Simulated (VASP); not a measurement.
# NaH8BrO4 in VASP: further runs

The runs below take NaH8BrO4 through single point, with PBE+D3(BJ).

All numbers are computed with VASP 6.6.1; they aren't measurements. Logs are shortened: lines on timing, memory, paths and dates and some standing lists are left out, and cuts for length are marked.

**1. The cell of the first run**

The cell holds a disordered packing, 14 atoms: a = 5.974 Å, b = 5.974 Å, c = 5.974 Å, α = 90.00°, β = 90.00°, γ = 90.00°.

**2. Single point, PBE+D3(BJ)**

File INCAR:

```
PREC = Accurate
ENCUT = 520
EDIFF = 1E-6
ISMEAR = -1
SIGMA = 0.05
LREAL = F
LASPH = T
NELM = 120
ALGO = Normal
ISIF = 2
LWAVE = F
LCHARG = T
GGA = PE
IVDW = 12
LELF = T
LVHAR = T
NBANDS = 36
GGA_COMPAT = F
```

File KPOINTS:

```
Automatic mesh
0
Gamma
  1 1 1
```

File POSCAR:

```
NaH8BrO4
1.0
    5.9739610000      0.0000000000      0.0000000000
    0.0000000000      5.9739610000      0.0000000000
    0.0000000000      0.0000000000      5.9739610000
O H Na Br
4 8 1 1
Direct
    0.5729699273      0.3068483373      0.0728494880
    0.2673435598      0.8029178630      0.4370801885
    0.1474231251      0.3426369874      0.2085216157
    0.7692216270      0.9800867465      0.3506383788
    0.6502720724      0.3293627126     -0.0702381552
    0.6010752330      0.4524468774      0.1574164947
    0.2289603163      0.7467072517      0.2894896703
    0.1908616410      0.6825956848      0.5263844207
    0.0420491530      0.4218641534      0.0927525305
    0.2732190585      0.2996002150      0.1102618514
    0.7208952318      1.0898631578      0.2367608359
    0.6505733800      0.8954360432      0.4257811526
    0.0383999829      0.1329938378      0.5597458705
    0.9195908711      0.5476098689      0.7384045527
```

Potentials or basis: VASP PAW PBE potentials, release 64 (O, H, Na_pv, Br).

Command:

```console
cat potpaw_PBE.64/O/POTCAR potpaw_PBE.64/H/POTCAR potpaw_PBE.64/Na_pv/POTCAR potpaw_PBE.64/Br/POTCAR > POTCAR
mpirun -np 1 vasp_gam > vasp.out
```

OUTCAR:

```text
PREC = Accurate
   ENCUT = 520
   EDIFF = 1E-6
   ISMEAR = -1
   LREAL = F
   LASPH = T
   NELM = 120
   ISIF = 2
   GGA = PE
   IVDW = 12
 IVDW          = 12

 ion  position               nearest neighbor table
   1  0.573  0.307  0.073-   5 0.98   6 1.02
   2  0.267  0.803  0.437-   7 0.97   8 1.01
   3  0.147  0.343  0.209-  10 0.99   9 1.05
   4  0.769  0.980  0.351-  12 0.98  11 0.99  13 2.23
   5  0.650  0.329  0.930-   1 0.98
   6  0.601  0.452  0.157-   1 1.02
   7  0.229  0.747  0.289-   2 0.97
   8  0.191  0.683  0.526-   2 1.01
   9  0.042  0.422  0.093-   3 1.05
  10  0.273  0.300  0.110-   3 0.99
  11  0.721  0.090  0.237-   4 0.99
  12  0.651  0.895  0.426-   4 0.98
  13  0.038  0.133  0.560-   4 2.23  14 2.79
  14  0.920  0.548  0.738-  13 2.79

  LATTYP: Found a simple cubic cell.
 ALAT       =     5.9739610000

  Lattice vectors:

 A1 = (   5.9739610000,   0.0000000000,   0.0000000000)
 A2 = (   0.0000000000,   5.9739610000,   0.0000000000)
 A3 = (   0.0000000000,   0.0000000000,   5.9739610000)

Analysis of symmetry for initial positions (statically):
=====================================================================
 Subroutine PRICEL returns:
 Original cell was already a primitive cell.

 Routine SETGRP: Setting up the symmetry group for a
 simple cubic supercell.

 Subroutine GETGRP returns: Found  1 space group operations
 (whereof  1 operations were pure point group operations)
 out of a pool of 48 trial point group operations.

The static configuration has the point symmetry C_1 .

Analysis of symmetry for dynamics (positions and initial velocities):
=====================================================================
 Subroutine PRICEL returns:
 Original cell was already a primitive cell.

 Routine SETGRP: Setting up the symmetry group for a
 simple cubic supercell.

 Subroutine GETGRP returns: Found  1 space group operations
 (whereof  1 operations were pure point group operations)
 out of a pool of 48 trial point group operations.

The dynamic configuration has the point symmetry C_1 .
[... 105 lines left out ...]
   ISIF   =      2    stress and relaxation
   ISYM   =      2    0-nonsym 1-usesym 2-fastsym
   POTIM  = 0.5000    time-step for ionic-motion
   TEBEG  =    0.0;   TEEND  =   0.0 temperature during run
   PSTRESS=    0.0 pullay stress
   NELECT =      46.0000    total number of electrons
   NUPDOWN=      -1.0000    fix difference up-down
   EMIN   =  10.00;   EMAX   =-10.00  energy-range for DOS
   EFERMI =   0.00;   METHOD = LEGACY
   ISMEAR =    -1;   SIGMA  =   0.05  broadening in eV -4-tet -1-fermi 0-gaus
   EFERMI_NEDOS =   21; number of points for ismear=-14 and -15
   IALGO  =     38    algorithm
   IMIX   =      4    mixing-type and parameters
     AMIX     =   0.40;   BMIX     =  1.00
     AMIX_MAG =   1.60;   BMIX_MAG =  1.00
  volume/ion in A,a.u.               =      15.23       102.77
  Fermi-wavevector in a.u.,A,eV,Ry     =   0.981895  1.855513 13.117620  0.964118
  Thomas-Fermi vector in A             =   2.112936
   LORBIT       =      0    0 simple, 1 ext, 2 COOP (PROOUT), +10 PAW based schemes
   GGA     = PE    functional components
   LHFCALC =     F    Hartree Fock is set to
   AEXX    =    0.0000 exact exchange contribution
   IVDW    =    12    specifies the selected vdW correction
   LEPSILON=     F    determine dielectric tensor
   LRPA    =     F    only Hartree local field effects (RPA)
 non-spin polarized calculation
  energy-cutoff  :      520.00
  volume of cell :      213.20
 maximum number of plane-waves:      2872
 NGX is ok and might be reduce to    48
   NGX = 23   NGY = 23   NGZ = 23

 number of electron      45.9999994 magnetization

 Free energy of the ion-electron system (eV)
  ---------------------------------------------------
  ext. energy  EPLUGINS =         0.00000000
  ---------------------------------------------------
  free energy    TOTEN  =       -63.72374229 eV

  energy without entropy =      -63.72374229  energy(sigma->0) =      -63.72374229

 E-fermi :  -1.8059     XC(G=0):  -6.2739

 val. band max:       -3.0792953123   @ k =   0.0000   0.0000   0.0000
 cond. band min:       0.7278466688   @ k =   0.0000   0.0000   0.0000
 fundamental gap:      3.8071419812
 Fermi energy:        -1.8059289308

 k-point     1 :       0.0000    0.0000    0.0000
  band No.  band energies     occupation
      1     -24.3325      2.00000
      2     -24.3266      2.00000
      3     -24.2739      2.00000
      4     -22.6520      2.00000
      5     -21.9510      2.00000
      6     -21.5735      2.00000
[... 27 lines left out ...]
     34       7.0104      0.00000
     35       7.4765      0.00000
 [bands above 35 left out]

------------------------ aborting loop because EDIFF is reached ----------------------------------------

 Edisp (eV)   -0.63789

 E8    (eV) :    -0.1854

  FORCE on cell =-STRESS in cart. coord.  units (eV):
  Direction    XX          YY          ZZ          XY          YZ          ZX
  --------------------------------------------------------------------------------------
  -------------------------------------------------------------------------------------
  Total       1.23923    -3.16063    -2.00148     0.09397     0.25132    -0.90436
  in kB       9.31272   -23.75186   -15.04094     0.70617     1.88865    -6.79620
  external pressure =       -9.83 kB  Pullay stress =        0.00 kB

 VOLUME and BASIS-vectors are now :
 -----------------------------------------------------------------------------
  energy-cutoff  :      520.00
  volume of cell :      213.20
      direct lattice vectors                 reciprocal lattice vectors
     5.973961000  0.000000000  0.000000000     0.167393125  0.000000000  0.000000000
     0.000000000  5.973961000  0.000000000     0.000000000  0.167393125  0.000000000
     0.000000000  0.000000000  5.973961000     0.000000000  0.000000000  0.167393125

 POSITION                                       TOTAL-FORCE (eV/Angst)
 -----------------------------------------------------------------------------------
      3.42290      1.83310      0.43520         0.298447      1.168314      0.924063
      1.59710      4.79660      2.61110        -0.069330     -0.567938      0.487620
      0.88070      2.04690      1.24570        -1.371684      0.870723     -1.484774
      4.59530      5.85500      2.09470         0.530005     -0.166540      0.308835
      3.88470      1.96760      5.55436         0.261209      0.372387     -0.169905
      3.59080      2.70290      0.94040        -0.277985     -1.519348     -0.983435
      1.36780      4.46080      1.72940         0.035651      0.158223     -0.415869
      1.14020      4.07780      3.14460         0.287055      0.582973      0.069027
      0.25120      2.52020      0.55410         1.270448     -0.943100      1.315920
      1.63220      1.78980      0.65870        -0.033546      0.123834      0.446048
      4.30660      0.53684      1.41440        -0.821112     -0.397343      0.379562
      3.88650      5.34930      2.54360        -0.259076      0.512655     -0.701191
      0.22940      0.79450      3.34390         0.328053     -0.097017     -0.461614
      5.49360      3.27140      4.41120        -0.178136     -0.097826      0.285715
 -----------------------------------------------------------------------------------
    total drift:                               -0.001163     -0.000008     -0.000415

  FREE ENERGIE OF THE ION-ELECTRON SYSTEM (eV)
  ---------------------------------------------------
  free  energy   TOTEN  =       -64.3616339440 eV

  energy  without entropy=      -64.3616339440  energy(sigma->0) =      -64.36163394
```

OSZICAR:

```text
N       E                     dE             d eps       ncg     rms          rms(c)
DAV:   1     0.439838764860E+03    0.43984E+03   -0.23404E+04    72   0.119E+03
DAV:   2    -0.205681899551E+02   -0.46041E+03   -0.43982E+03    92   0.307E+02
DAV:   3    -0.693744534943E+02   -0.48806E+02   -0.48500E+02    96   0.112E+02
DAV:   4    -0.705106537982E+02   -0.11362E+01   -0.11344E+01    88   0.203E+01
DAV:   5    -0.705332693536E+02   -0.22616E-01   -0.22612E-01    92   0.267E+00    0.152E+01
DAV:   6    -0.639843576910E+02    0.65489E+01   -0.20441E+01    88   0.238E+01    0.591E+00
DAV:   7    -0.638242625442E+02    0.16010E+00   -0.11446E+00    88   0.526E+00    0.378E+00
DAV:   8    -0.637181335375E+02    0.10613E+00   -0.26643E-01    96   0.299E+00    0.561E-01
DAV:   9    -0.637178009843E+02    0.33255E-03   -0.28123E-02    88   0.912E-01    0.289E-01
DAV:  10    -0.637237257133E+02   -0.59247E-02   -0.86049E-03    76   0.446E-01    0.128E-01
DAV:  11    -0.637238213798E+02   -0.95666E-04   -0.65658E-04    96   0.162E-01    0.764E-02
DAV:  12    -0.637237905196E+02    0.30860E-04   -0.61588E-04    72   0.143E-01    0.244E-02
DAV:  13    -0.637237542955E+02    0.36224E-04   -0.59624E-05    80   0.457E-02    0.117E-02
DAV:  14    -0.637237431373E+02    0.11158E-04   -0.19475E-05    76   0.239E-02    0.525E-03
DAV:  15    -0.637237422927E+02    0.84463E-06   -0.16864E-06    80   0.951E-03
   1 F= -.64361634E+02 E0= -.64361634E+02  d E =-.250978E-10
```

stdout:

```text
POSCAR found type information on POSCAR O H NaBr
 POSCAR found :  4 types and      14 ions
 scaLAPACK will be used
 LDA part: xc-table for (Slater+PW92), standard interpolation
 POSCAR, INCAR and KPOINTS ok, starting setup
 FFT: planning ... GRIDC
 FFT: planning ... GRID_SOFT
 FFT: planning ... GRID
 WAVECAR not read
 entering main loop
```

Wall time 41 s (1 thread of Intel Xeon 8259CL, shared host); peak memory 0.3 GiB.

What came out:

```yaml
Free_energy: -64.3616 eV
Pressure: -1.0 GPa
Largest_force: 2.201 eV/Å
Dispersion_energy_per_atom: -0.046 eV
```

Forces on the atoms (eV/Å):
```
O    0.298  1.168  0.924
O   -0.069 -0.568  0.488
O   -1.372  0.871 -1.485
O    0.530 -0.167  0.309
H    0.261  0.372 -0.170
H   -0.278 -1.519 -0.983
H    0.036  0.158 -0.416
H    0.287  0.583  0.069
H    1.270 -0.943  1.316
H   -0.034  0.124  0.446
H   -0.821 -0.397  0.380
H   -0.259  0.513 -0.701
Na   0.328 -0.097 -0.462
Br  -0.178 -0.098  0.286
```

Levels at points of the mesh, in eV from the Fermi level:
```tsv
k point	band 21	band 22	band 23	band 24	band 25	band 26
(0.00, 0.00, 0.00)	-1.52	-1.40	-1.27	2.53	5.42	6.30
```

Caveat: the k points lie up to 1.05 Å⁻¹ apart.

**3. Single point, PBE+D3(BJ)**

File INCAR:

```
PREC = Accurate ; ENCUT = 520
EDIFF = 1E-6 ; ISMEAR = -1
SIGMA = 0.05 ; LREAL = False
LASPH = True ; NELM = 120
ALGO = Normal ; ISIF = 2
LWAVE = False ; LCHARG = False
GGA = PE ; IVDW = 12
NBANDS = 36 ; GGA_COMPAT = False
```

KPOINTS is that of step 2.

File POSCAR:

```
NaH8BrO4
1.0
    5.9739610000      0.0000000000      0.0000000000
    0.0000000000      5.9739610000      0.0000000000
    0.0000000000      0.0000000000      5.9739610000
O H Na Br
4 8 1 1
Direct
    0.6097127182      0.2948462503      0.0510716424
    0.3322083957      0.8042235294      0.4365612698
    0.1520766540      0.3427709019      0.2232187321
    0.7193886937      0.9884731420      0.3647998372
    0.6511592560      0.3455663671     -0.1091570568
    0.7091609738      0.3892727120      0.1476909541
    0.2742903745      0.7396767404      0.3034167782
    0.2909125118      0.7020300266      0.5581388965
    0.0876972582      0.3611674063      0.0741718937
    0.3101125032      0.3669089905      0.1794119513
    0.6383369426      1.0586443400      0.2399747839
    0.6029835146      0.8827811229      0.4387875984
    0.0648983145      0.1319727397      0.4978104142
    0.9149875602      0.5283931382      0.7477450891
```

Potentials or basis: VASP PAW PBE potentials, release 64 (O, H, Na_pv, Br).

Command:

```console
cat potpaw_PBE.64/O/POTCAR potpaw_PBE.64/H/POTCAR potpaw_PBE.64/Na_pv/POTCAR potpaw_PBE.64/Br/POTCAR > POTCAR
mpirun -np 1 vasp_gam > vasp.out
```

Run time: 39 s. Hardware: 1 thread of Intel Xeon 8259CL, shared host; peak memory 0.3 GiB.

Results (log left out):

```yaml
Free_energy: -64.1860 eV
Pressure: -0.1 GPa
Largest_force: 2.232 eV/Å
Dispersion_energy_per_atom: -0.045 eV
```

Forces on the atoms (eV/Å):
```
O   -0.014  0.809 -0.160
O    0.084  0.472  1.564
O    1.179  0.530 -0.506
O   -0.733 -1.016  1.074
H    0.059 -0.249  1.506
H   -0.650 -0.535 -0.919
H   -0.581 -0.776 -1.011
H   -0.360 -0.116 -0.161
H   -0.766  0.157 -0.490
H    0.057 -0.390  0.295
H    0.242 -0.025 -0.017
H    1.350  1.364 -1.139
Na  -0.499 -0.430  0.342
Br   0.632  0.205 -0.377
```

Stress tensor (GPa, compression positive):
```
 0.02  0.08 -0.17
 0.08 -0.04 -0.40
-0.17 -0.40 -0.20
```

Levels at points of the mesh, in eV from the Fermi level:
| k point | band 19 | band 20 | band 21 | band 22 | band 23 | band 24 | band 25 | band 26 | band 27 | band 28 |
| --- | --- | --- | --- | --- | --- | --- | --- | --- | --- | --- |
| (0.00, 0.00, 0.00) | -2.90 | -2.12 | -1.62 | -1.48 | -1.29 | 2.18 | 5.34 | 5.58 | 5.90 | 6.83 |

Caveat: the k points lie up to 1.05 Å⁻¹ apart.
